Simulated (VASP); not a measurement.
## Ni2Pt: single point with PBE

Crystal: Ni2Pt.

```
Ni Pt
1.0
     2.66634    0.00000    0.00000
    -1.33317    2.30912    0.00000
     0.00000    0.00000   12.56304
Ni Pt
4 2
Direct
  0.33333 0.66667 0.92387
  0.33333 0.66667 0.57613
  0.66667 0.33333 0.07613
  0.66667 0.33333 0.42387
  0.33333 0.66667 0.25000
  0.66667 0.33333 0.75000
```

| Property | Result |
| --- | --- |
| Program | VASP 6.6.1 |
| Task | single point |
| Functional | PBE |
| Potentials or basis | VASP PAW PBE potentials, release 64 (Ni, Pt) |
| Cutoff | 520 eV |
| k mesh | 6 × 6 × 2 |
| Occupations | gaussian, width 0.1 eV |
| Spin | collinear spin, ferrimagnetic start |
| Starting moments | [-2.0, 2.0, -2.0, -2.0, 0.0, 0.0] μB |
| Dipole correction | no |
| Further INCAR settings | ALGO = Normal; EDIFF = 1e-06; NBANDS = 43 |

* Pressure: -0.1 GPa
* Largest force: 0.053 eV/Å
* Net moment: -3.62 μB per cell
* Site moments: Ni -0.81; Pt -0.21 μB
* Valence electrons inside the program's atomic spheres: Ni 9.16; Pt 9.44

Forces on the atoms (eV/Å):
```
Ni   0.000  0.000 -0.053
Ni   0.000  0.000  0.052
Ni   0.000  0.000  0.052
Ni   0.000  0.000 -0.052
Pt   0.000  0.000  0.000
Pt   0.000  0.000  0.000
```

Stress tensor (GPa, compression positive):
```
 0.05  0.00  0.00
 0.00  0.05  0.00
 0.00  0.00 -0.44
```

Levels at points of the mesh, in eV from the Fermi level:
Spin up:
```
           k point  band 28  band 29  band 30  band 31  band 32  band 33
(0.00, 0.00, 0.00)    -0.59    -0.59    -0.04    -0.04     0.00     0.00
(0.50, 0.00, 0.00)     0.36     0.54     0.79     0.80     0.82     1.45
(0.00, 0.00, 0.50)    -0.73    -0.25    -0.25    -0.25    -0.25     0.07
(0.50, 0.00, 0.50)     0.20     0.80     0.80     1.25     1.25     1.55
```
Spin down:
```
           k point  band 31  band 32  band 33  band 34  band 35  band 36
(0.00, 0.00, 0.00)    -1.02    -0.64    -0.64    -0.59    -0.59     0.13
(0.50, 0.00, 0.00)     0.65     0.74     1.00     1.87     2.90     3.02
(0.00, 0.00, 0.50)    -0.93    -0.93    -0.61    -0.61    -0.61    -0.61
(0.50, 0.00, 0.50)     0.89     0.89     1.31     1.31     2.96     2.96
```

Run time: 110 s on 1 thread of AMD EPYC 9R45 96-Core Processor (Zen 5), on a shared host, peak memory 0.23 GiB.

Caveat: the k points lie up to 0.45 Å⁻¹ apart; spin-orbit coupling is left out, which moves the levels of the heavy elements.
